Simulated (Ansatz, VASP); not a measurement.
## In4Ru in VASP and in Ansatz

INCAR

```
ALGO = Fast
EDIFF = 1E-7
ENCUT = 520
GGA = PE
ISIF = 2
ISMEAR = 0
ISPIN = 2
LASPH = T
LCHARG = T
LELF = T
LMAXMIX = 4
LORBIT = 11
LREAL = F
LVHAR = T
LWAVE = F
MAGMOM = 0 0 0 0 1
NBANDS = 45
NELM = 150
PREC = Accurate
SIGMA = 0.1
```

Contents of KPOINTS:

```
k-points
0
Gamma
  4 4 6
```

POSCAR

```
In4Ru
1.0
    7.3990128382      0.0000000000      0.0000000000
    0.0000000000      7.3990128382      0.0000000000
    0.0000000000      0.0000000000      3.1414800768
In Ru
4 1
Direct
    0.1940345422      0.5000000000      0.5000000000
    0.8059654578      0.5000000000      0.5000000000
    0.5000000000      0.1940345422      0.5000000000
    0.5000000000      0.8059654578      0.5000000000
    0.5000000000      0.5000000000      0.0000000000
```

Input for Ansatz:

```yaml
crystal:
  lattice:
    - [7.3990128382, 0.0, 0.0]
    - [0.0, 7.3990128382, 0.0]
    - [0.0, 0.0, 3.1414800768]
  atoms:
    - { symbol: In, position: [0.1940345422, 0.5, 0.5] }
    - { symbol: In, position: [0.8059654578, 0.5, 0.5] }
    - { symbol: In, position: [0.5, 0.1940345422, 0.5] }
    - { symbol: In, position: [0.5, 0.8059654578, 0.5] }
    - { symbol: Ru, position: [0.5, 0.5, 0.0], spin: 1.0 }
basis:
  ecutwfc: 420
kpoints:
  mp_grid: { grid: [4, 4, 6] }
hamiltonian:
  xc: pbe
scf:
  occupations: { method: gaussian, width: 0.1 }
  lower_state_search: "off"
output:
  forces: true
  stress: true
  eigenvalues: true
  populations: true
magnetization:
  spin_polarized: true
```

Alike in both runs: task single point; functional PBE; k mesh 4 × 4 × 6; occupations gaussian, width 0.1 eV; collinear spin.

```csv
,VASP,Ansatz
version,VASP 6.6.1,Ansatz 0.2.0
potentials or method,"VASP PAW PBE potentials, release 64 (In_d, Ru_pv), cutoff 520 eV","scalar-relativistic, plane waves, PAW"
valence electrons in the cell,66,68
```

VASP gave:

| Property | Result |
| --- | --- |
| gap on the k mesh at the Fermi level (eV) | none |
| pressure (GPa) | 0.1 |
| traceless stress, the component that is largest in VASP (GPa) | 0.32 |
| rms of the force components (eV/Å) | 0.023 |
| net moment per atom (μB) | 0.00 |

**Question.** What did Ansatz give for the same quantities?

**Answer.** gap on the k mesh at the Fermi level (eV): none; pressure (GPa): 0.1; traceless stress, the component that is largest in VASP (GPa): 0.30; rms of the force components (eV/Å): 0.025; net moment per atom (μB): 0.00.

Atom by atom the forces differ by 0.001 eV/Å (rms over components). A gap of «none» marks a metal or a gap that the smearing closes. With one functional, cell and mesh, what is left measures potentials, basis and numerics. VASP's potentials hold 66 valence electrons a cell and Ansatz's 68, so a difference there can come from the potentials and not from the codes. Ansatz's warnings: seeded moment not kept.
